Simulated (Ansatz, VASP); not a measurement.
## Mg in VASP and in Ansatz

Contents of INCAR:

```
PREC     = Accurate       # precision mode
ENCUT    = 520            # plane-wave cutoff, eV
EDIFF    = 1E-6           # SCF threshold, eV
ISMEAR   = -1             # smearing method
SIGMA    = 0.03           # smearing width, eV
LREAL    = F              # projectors in reciprocal space
LASPH    = T              # aspherical terms in the spheres
NELM     = 100            # most SCF steps
ALGO     = Normal         # electronic algorithm
ISIF     = 2              # what is computed and relaxed
LWAVE    = F              # write WAVECAR
LCHARG   = F              # write CHGCAR
GGA      = CA             # functional
NBANDS   = 7              # bands
```

KPOINTS

```
Automatic mesh
0
Gamma
  16 16 16
```

File POSCAR:

```
Mg
1.0
    0.0000000000      2.2291934254      2.2291934254
    2.2291934254      0.0000000000      2.2291934254
    2.2291934254      2.2291934254      0.0000000000
Mg
1
Direct
    0.0000000000      0.0000000000      0.0000000000
```

Input for Ansatz:

```yaml
crystal:
  lattice:
    - [0.0, 2.2291934254, 2.2291934254]
    - [2.2291934254, 0.0, 2.2291934254]
    - [2.2291934254, 2.2291934254, 0.0]
  atoms:
    - { symbol: Mg, position: [0.0, 0.0, 0.0] }
kpoints:
  mp_grid: { grid: [16, 16, 16] }
scf:
  occupations: { method: fermi_dirac, width: 0.03 }
hamiltonian:
  xc: lda
  pseudopotentials: { kind: all_electron, lapw: { basis_error: 0.001 } }
output:
  forces: true
  stress: true
  eigenvalues: true
```

Change from the starting cell: volume scaled by 0.98.

Alike in both runs: task single point; functional LDA; k mesh 16 × 16 × 16; occupations fermi-dirac, width 0.03 eV; no spin polarisation.

```csv
,VASP,Ansatz
version,VASP 6.6.1,Ansatz 0.2.0
potentials or method,"VASP PAW LDA potentials, release 64 (Mg), cutoff 520 eV","all-electron LAPW, scalar-relativistic"
```

Ansatz gave:

- pressure (GPa): -0.6

**Question.** Estimate VASP's values.

**Answer.** Pressure (GPa): -1.0.

LDA's correlation is that of Perdew and Zunger in VASP and of Perdew and Wang (1992) in Ansatz. Ansatz ran all-electron here, and VASP with PAW potentials.
